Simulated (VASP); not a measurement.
# Pb in VASP: a series of runs

Runs on Pb. Level: PBEsol+D3(BJ). Tasks: single point.

Program: VASP 6.6.1. These are calculated values, not measurements. Logs are shortened: lines on timing, memory, paths and dates and some standing lists are left out, and cuts for length are marked.

## Step 1: The cell of the first run

The structure is cubic, space group Fm-3m (No. 225). The conventional cell has a = 4.950 Å, b = 4.950 Å, c = 4.950 Å, α = 90.00°, β = 90.00°, γ = 90.00°. Pb (site symmetry m-3m) has 12 Pb at 3.50 Å within 4.6 Å.

## Step 2: Single point, PBEsol+D3(BJ)

Input file INCAR:

```
SYSTEM = Pb
  PREC = Accurate
  ENCUT = 500
  EDIFF = 1E-6
  ISMEAR = 1
  SIGMA = 0.1
  LREAL = .FALSE.
  LASPH = .TRUE.
  NELM = 120
  ALGO = Normal
  ISIF = 2
  LWAVE = .FALSE.
  LCHARG = .FALSE.
  GGA = PS
  IVDW = 12
  NBANDS = 13
  GGA_COMPAT = .FALSE.
```

Input file KPOINTS:

```
regular mesh
0
G
  12 12 12
  0 0 0
```

Input file POSCAR:

```
Pb
1.0
    0.0000000000      2.4750200000      2.4750200000
    2.4750200000      0.0000000000      2.4750200000
    2.4750200000      2.4750200000      0.0000000000
Pb
1
Direct
    0.0000000000      0.0000000000      0.0000000000
```

Potentials or basis: VASP PAW PBE potentials, release 64 (Pb_d).

Command:

```bash
$ cat potpaw_PBE.64/Pb_d/POTCAR > POTCAR
$ mpirun -np 1 vasp_std > vasp.out
```

OUTCAR:

```text
SYSTEM = Pb
   PREC = Accurate
   ENCUT = 500
   EDIFF = 1E-6
   ISMEAR = 1
   LREAL = .FALSE.
   LASPH = .TRUE.
   NELM = 120
   ISIF = 2
   GGA = PS
   IVDW = 12
 IVDW          = 12

 ion  position               nearest neighbor table
   1  0.000  0.000  0.000-

  LATTYP: Found a face centered cubic cell.
 ALAT       =     4.9500400000

  Lattice vectors:

 A1 = (   0.0000000000,   2.4750200000,   2.4750200000)
 A2 = (   2.4750200000,   0.0000000000,   2.4750200000)
 A3 = (   2.4750200000,   2.4750200000,   0.0000000000)

Analysis of symmetry for initial positions (statically):
=====================================================================
 Subroutine PRICEL returns:
 Original cell was already a primitive cell.

 Routine SETGRP: Setting up the symmetry group for a
 face centered cubic supercell.

 Subroutine GETGRP returns: Found 48 space group operations
 (whereof 48 operations were pure point group operations)
 out of a pool of 48 trial point group operations.

The static configuration has the point symmetry O_h .

Analysis of symmetry for dynamics (positions and initial velocities):
=====================================================================
 Subroutine PRICEL returns:
 Original cell was already a primitive cell.

 Routine SETGRP: Setting up the symmetry group for a
 face centered cubic supercell.

 Subroutine GETGRP returns: Found 48 space group operations
 (whereof 48 operations were pure point group operations)
 out of a pool of 48 trial point group operations.

The dynamic configuration has the point symmetry O_h .

 Subroutine INISYM returns: Found 48 space group operations
 (whereof 48 operations are pure point group operations),
 and found     1 'primitive' translations

----------------------------------------------------------------------------------------

                                     Primitive cell

  volume of cell :      30.3226

  direct lattice vectors                    reciprocal lattice vectors
     0.000000000  2.475020000  2.475020000    -0.202018570  0.202018570  0.202018570
     2.475020000  0.000000000  2.475020000     0.202018570 -0.202018570  0.202018570
     2.475020000  2.475020000  0.000000000     0.202018570  0.202018570 -0.202018570

  length of vectors
     3.500206851  3.500206851  3.500206851     0.349906427  0.349906427  0.349906427

  position of ions in fractional coordinates (direct lattice)
     0.000000000  0.000000000  0.000000000

  ion indices of the primitive-cell ions
   primitive index   ion index
                 1           1

----------------------------------------------------------------------------------------

 KPOINTS: regular mesh

Automatic generation of k-mesh.
 Grid dimensions read from file:
 generate k-points for:   12   12   12

 Generating k-lattice:

  Cartesian coordinates                     Fractional coordinates (reciprocal lattice)
    -0.016834881  0.016834881  0.016834881     0.083333333  0.000000000  0.000000000
     0.016834881 -0.016834881  0.016834881     0.000000000  0.083333333  0.000000000
     0.016834881  0.016834881 -0.016834881     0.000000000  0.000000000  0.083333333

  Length of vectors
     0.029158869  0.029158869  0.029158869

  Shift w.r.t. Gamma in fractional coordinates (k-lattice)
     0.000000000  0.000000000  0.000000000

 Subroutine IBZKPT returns following result:
 ===========================================

 Found     72 irreducible k-points:

 Following reciprocal coordinates:
            Coordinates               Weight
  0.000000  0.000000  0.000000      1.000000
  0.083333  0.000000  0.000000      8.000000
  0.166667  0.000000  0.000000      8.000000
  0.250000  0.000000  0.000000      8.000000
  0.333333  0.000000  0.000000      8.000000
  0.416667  0.000000  0.000000      8.000000
[... 16 lines left out ...]
  0.500000  0.166667  0.000000     24.000000
 -0.416667  0.166667  0.000000     24.000000
 [... further k-points ...]
   k-points           NKPTS =     72   k-points in BZ     NKDIM =     72   number of bands    NBANDS=     13
   number of dos      NEDOS =    301   number of ions     NIONS =      1
   total plane-waves  NPLWV =  21952
   dimension x,y,z NGX =    28 NGY =   28 NGZ =   28
   dimension x,y,z NGXF=    56 NGYF=   56 NGZF=   56
   ions per type =               1
   NGX,Y,Z   is equivalent  to a cutoff of  13.30, 13.30, 13.30 a.u.
   NGXF,Y,Z  is equivalent  to a cutoff of  26.60, 26.60, 26.60 a.u.
 SYSTEM =  Pb
   PREC   = accura    normal or accurate (medium, high low for compatibility)
   ISTART =      0    job   : 0-new  1-cont  2-samecut
   ICHARG =      2    charge: 1-file 2-atom 10-const
   ISPIN  =      1    spin polarized calculation?
   LNONCOLLINEAR =      F non collinear calculations
   LSORBIT =      F    spin-orbit coupling
   LASPH  =      T    aspherical Exc in radial PAW
   ENCUT  =  500.0 eV  36.75 Ry    6.06 a.u.   6.38  6.38  6.38*2*pi/ulx,y,z
   NELM   =    120;   NELMIN=  2; NELMDL= -5     # of ELM steps
   EDIFF  = 0.1E-05   stopping-criterion for ELM
   LREAL  =      F    real-space projection
   EDIFFG = 0.1E-04   stopping-criterion for IOM
   NSW    =      0    number of steps for IOM
   IBRION =     -1    ionic relax: 0-MD 1-quasi-New 2-CG
   NFREE  =      0    steps in history (QN), initial steepest desc. (CG)
   ISIF   =      2    stress and relaxation
   ISYM   =      2    0-nonsym 1-usesym 2-fastsym
   POTIM  = 0.5000    time-step for ionic-motion
   TEBEG  =    0.0;   TEEND  =   0.0 temperature during run
   PSTRESS=    0.0 pullay stress
   NELECT =      14.0000    total number of electrons
   NUPDOWN=      -1.0000    fix difference up-down
   EMIN   =  10.00;   EMAX   =-10.00  energy-range for DOS
   EFERMI =   0.00;   METHOD = LEGACY
   ISMEAR =     1;   SIGMA  =   0.10  broadening in eV -4-tet -1-fermi 0-gaus
   EFERMI_NEDOS =   21; number of points for ismear=-14 and -15
   IALGO  =     38    algorithm
   IMIX   =      4    mixing-type and parameters
     AMIX     =   0.40;   BMIX     =  1.00
     AMIX_MAG =   1.60;   BMIX_MAG =  1.00
  volume/ion in A,a.u.               =      30.32       204.63
  Fermi-wavevector in a.u.,A,eV,Ry     =   1.265306  2.391081 21.782907  1.600999
  Thomas-Fermi vector in A             =   2.398566
   LORBIT       =      0    0 simple, 1 ext, 2 COOP (PROOUT), +10 PAW based schemes
   GGA     = PS    functional components
   LHFCALC =     F    Hartree Fock is set to
   AEXX    =    0.0000 exact exchange contribution
   IVDW    =    12    specifies the selected vdW correction
   LEPSILON=     F    determine dielectric tensor
   LRPA    =     F    only Hartree local field effects (RPA)
 non-spin polarized calculation
 Methfessel and Paxton  Order N= 1 SIGMA  =   0.10
  energy-cutoff  :      500.00
  volume of cell :       30.32
 maximum number of plane-waves:       785
 NGX is ok and might be reduce to    28
   NGX = 13   NGY = 13   NGZ = 13

 number of electron      13.9999999 magnetization

 Free energy of the ion-electron system (eV)
  ---------------------------------------------------
  ext. energy  EPLUGINS =         0.00000000
  ---------------------------------------------------
  free energy    TOTEN  =        -3.98329674 eV

  energy without entropy =       -3.98254388  energy(sigma->0) =       -3.98304579

 E-fermi :   7.1321     XC(G=0): -10.3396

 val. band max:        7.1241243058   @ k =  -0.2500   0.0833   0.0000
 cond. band min:       7.1932632214   @ k =  -0.4167   0.4167   0.0833
 fundamental gap:      0.0691389156
 Fermi energy:         7.1321048106

 k-point     1 :       0.0000    0.0000    0.0000
  band No.  band energies     occupation
      1      -9.8797      2.00000
      2      -9.8797      2.00000
      3      -9.8797      2.00000
      4      -9.7378      2.00000
      5      -9.7378      2.00000
      6      -4.6652      2.00000
      7      14.5143      0.00000
      8      14.5143      0.00000
      9      14.5143      0.00000
     10      16.8656      0.00000
     11      18.4181      0.00000
     12      19.5811      0.00000
     13      19.5811      0.00000

 k-point     2 :       0.0833    0.0000    0.0000
  band No.  band energies     occupation
      1      -9.8800      2.00000
      2      -9.8697      2.00000
      3      -9.8697      2.00000
      4      -9.7384      2.00000
      5      -9.7384      2.00000
      6      -4.5314      2.00000
      7      12.9798      0.00000
      8      14.3482      0.00000
      9      14.3482      0.00000
     10      16.5851      0.00000
     11      19.0787      0.00000
     12      19.8775      0.00000
     13      19.8775      0.00000

 k-point     3 :       0.1667    0.0000    0.0000
  band No.  band energies     occupation
      1      -9.8823      2.00000
      2      -9.8500      2.00000
      3      -9.8500      2.00000
      4      -9.7323      2.00000
      5      -9.7323      2.00000
      6      -4.1297      2.00000
      7      10.3942      0.00000
      8      13.9468      0.00000
      9      13.9468      0.00000
     10      16.2704      0.00000
     11      19.6967      0.00000
     12      20.2421      0.00000
     13      20.2543      0.00000
[... 305 lines left out ...]
 k-point    23 :       0.5000    0.1667    0.0000
  band No.  band energies     occupation
      1      -9.9139      2.00000
      2      -9.8413      2.00000
      3      -9.8020      2.00000
      4      -9.6749      2.00000
      5      -9.5983      2.00000
      6      -0.9222      2.00000
      7       3.7824      2.00000
      8       9.7780      0.00000
      9      11.4086      0.00000
     10      14.6714      0.00000
     11      19.4131      0.00000
     12      20.2148      0.00000
     13      21.3751      0.00000

 k-point    24 :      -0.4167    0.1667    0.0000
  band No.  band energies     occupation
      1      -9.9002      2.00000
      2      -9.8434      2.00000
      3      -9.8079      2.00000
      4      -9.6558      2.00000
      5      -9.6198      2.00000
      6      -0.7503      2.00000
      7       3.5378      2.00000
      8       9.3195      0.00000
      9      11.8455      0.00000
     10      14.9241      0.00000
     11      18.9938      0.00000
     12      19.7864      0.00000
     13      22.2072      0.00000

 [... further k-points ...]

------------------------ aborting loop because EDIFF is reached ----------------------------------------

 Edisp (eV)   -0.44141

 E8    (eV) :    -0.3225

  FORCE on cell =-STRESS in cart. coord.  units (eV):
  Direction    XX          YY          ZZ          XY          YZ          ZX
  --------------------------------------------------------------------------------------
  -------------------------------------------------------------------------------------
  Total      -0.50181    -0.50181    -0.50181    -0.00000     0.00000    -0.00000
  in kB     -26.51475   -26.51475   -26.51475    -0.00000     0.00000    -0.00000
  external pressure =      -26.51 kB  Pullay stress =        0.00 kB

 VOLUME and BASIS-vectors are now :
 -----------------------------------------------------------------------------
  energy-cutoff  :      500.00
  volume of cell :       30.32
      direct lattice vectors                 reciprocal lattice vectors
     0.000000000  2.475020000  2.475020000    -0.202018570  0.202018570  0.202018570
     2.475020000  0.000000000  2.475020000     0.202018570 -0.202018570  0.202018570
     2.475020000  2.475020000  0.000000000     0.202018570  0.202018570 -0.202018570

 POSITION                                       TOTAL-FORCE (eV/Angst)
 -----------------------------------------------------------------------------------
      0.00000      0.00000      0.00000         0.000000      0.000000     -0.000000
 -----------------------------------------------------------------------------------
    total drift:                               -0.000000     -0.000000     -0.000000

  FREE ENERGIE OF THE ION-ELECTRON SYSTEM (eV)
  ---------------------------------------------------
  free  energy   TOTEN  =        -4.4247054748 eV

  energy  without entropy=       -4.4239526171  energy(sigma->0) =       -4.42445452
```

Wall time 21 s (1 thread of Intel Xeon 8259CL, shared host); peak memory 0.18 GiB.

Results:

```
Free energy                : -4.4247 eV
Pressure                   : -2.7 GPa
Band gap on the k mesh     : zero (bands 7 and 8 overlap by 8.97 eV)
Dispersion energy per atom : -0.441 eV
```

Levels at points of the mesh, in eV from the Fermi level:
| k point | band 5 | band 6 | band 7 | band 8 | band 9 | band 10 |
| --- | --- | --- | --- | --- | --- | --- |
| (0.00, 0.00, 0.00) | -16.87 | -11.80 | 7.38 | 7.38 | 7.38 | 9.73 |
| (0.50, 0.00, 0.00) | -16.73 | -8.17 | -4.25 | 5.54 | 5.54 | 9.20 |
| (0.50, 0.50, 0.00) | -16.70 | -6.75 | -3.31 | 2.01 | 2.01 | 5.33 |

Caveat: three body term missing; the PAW data sets were made with another functional, which shifts forces and pressure a little; spin-orbit coupling is left out, which moves the levels of the heavy elements.

## Step 3: Single point, PBEsol+D3(BJ)

This run uses another cell than the first one, of 30.02 Å³/atom.

Input file INCAR:

```
  PREC = Accurate
  ENCUT = 500
  EDIFF = 1E-6
  ISMEAR = 1
  SIGMA = 0.1
  LREAL = False
  LASPH = True
  NELM = 120
  ALGO = Normal
  ISIF = 2
  LWAVE = False
  LCHARG = False
  GGA = PS
  IVDW = 12
  NBANDS = 13
  GGA_COMPAT = False
```

Input file KPOINTS:

```
regular mesh
0
Gamma
  12 12 12
```

Input file POSCAR:

```
Pb
1.0
    0.0000000000      2.4750200000      2.4502698000
    2.4750200000      0.0000000000      2.4502698000
    2.4750200000      2.4750200000      0.0000000000
Pb
1
Direct
    0.0000000000      0.0000000000      0.0000000000
```

Potentials or basis: VASP PAW PBE potentials, release 64 (Pb_d).

Command:

```bash
$ cat potpaw_PBE.64/Pb_d/POTCAR > POTCAR
$ mpirun -np 1 vasp_std > vasp.out
```

Wall time 88 s (1 thread of Intel Xeon 8259CL, shared host); peak memory 0.2 GiB.

Results (log left out):

```yaml
Free_energy: -4.4296 eV
Pressure: -2.3 GPa
Band_gap_on_the_k_mesh: zero (bands 7 and 8 overlap by 9.08 eV)
Dispersion_energy_per_atom: -0.446 eV
```

Stress tensor (GPa, compression positive):
```
-2.02  0.00  0.00
 0.00 -2.02  0.00
 0.00  0.00 -2.80
```

Levels at points of the mesh, in eV from the Fermi level:
```csv
k point,band 3,band 4,band 5,band 6,band 7,band 8,band 9,band 10,band 11,band 12
"(0.00, 0.00, 0.00)",-17.01,-16.88,-16.87,-11.87,7.44,7.47,7.47,9.74,11.41,12.52
"(0.50, 0.00, 0.00)",-17.01,-16.74,-16.73,-8.18,-4.31,5.51,5.68,9.20,9.51,11.14
"(0.50, 0.50, 0.00)",-16.75,-16.70,-16.70,-6.67,-3.30,1.93,1.93,5.28,6.57,18.20
"(0.50, 0.00, 0.50)",-16.75,-16.71,-16.70,-6.78,-3.39,2.03,2.09,5.40,6.68,18.33
```

Caveat: three body term missing; the PAW data sets were made with another functional, which shifts forces and pressure a little; spin-orbit coupling is left out, which moves the levels of the heavy elements.

## Step 4: Single point, PBEsol+D3(BJ)

This run uses another cell than the first one, of 30.12 Å³/atom.

Input file INCAR:

```
SYSTEM = Pb
PREC = Accurate ; ENCUT = 500
EDIFF = 1E-6 ; ISMEAR = 1
SIGMA = 0.1 ; LREAL = .False.
LASPH = .True. ; NELM = 120
ALGO = Normal ; ISIF = 2
LWAVE = .False. ; LCHARG = .True.
GGA = PS ; IVDW = 12
LELF = .True. ; LVHAR = .True.
NBANDS = 13 ; GGA_COMPAT = .False.
```

Input file KPOINTS:

```
Automatic mesh
0
Gamma
  12 12 12
  0 0 0
```

Input file POSCAR:

```
Pb
1.0
    0.0000000000      2.4750200000      2.4585198667
    2.4750200000      0.0000000000      2.4585198667
    2.4750200000      2.4750200000      0.0000000000
Pb
1
Direct
    0.0000000000      0.0000000000      0.0000000000
```

Command:

```bash
$ cat potpaw_PBE.64/Pb_d/POTCAR > POTCAR
$ mpirun -np 1 vasp_std > vasp.out
```

Run time: 80 s. Hardware: 1 thread of Intel Xeon 8259CL, shared host; peak memory 0.2 GiB.

The run converged. Its results:

| Quantity | Value |
| --- | --- |
| Free energy | -4.4280 eV |
| Pressure | -2.4 GPa |
| Band gap on the k mesh | zero (bands 7 and 8 overlap by 9.04 eV) |
| Dispersion energy per atom | -0.445 eV |

Stress tensor (GPa, compression positive):
```
-2.24  0.00  0.00
 0.00 -2.24  0.00
 0.00  0.00 -2.72
```

Levels at points of the mesh, in eV from the Fermi level:
```csv
k point,band 3,band 4,band 5,band 6,band 7,band 8,band 9,band 10,band 11,band 12
"(0.00, 0.00, 0.00)",-17.01,-16.88,-16.87,-11.85,7.42,7.44,7.44,9.74,11.37,12.49
"(0.50, 0.00, 0.00)",-17.00,-16.74,-16.73,-8.17,-4.29,5.52,5.63,9.20,9.49,11.15
"(0.50, 0.50, 0.00)",-16.75,-16.70,-16.70,-6.70,-3.31,1.96,1.96,5.30,6.59,18.21
"(0.50, 0.00, 0.50)",-16.75,-16.70,-16.70,-6.77,-3.36,2.02,2.06,5.38,6.66,18.30
```

Caveat: three body term missing; the PAW data sets were made with another functional, which shifts forces and pressure a little; spin-orbit coupling is left out, which moves the levels of the heavy elements.

[end of part 1 of 2]
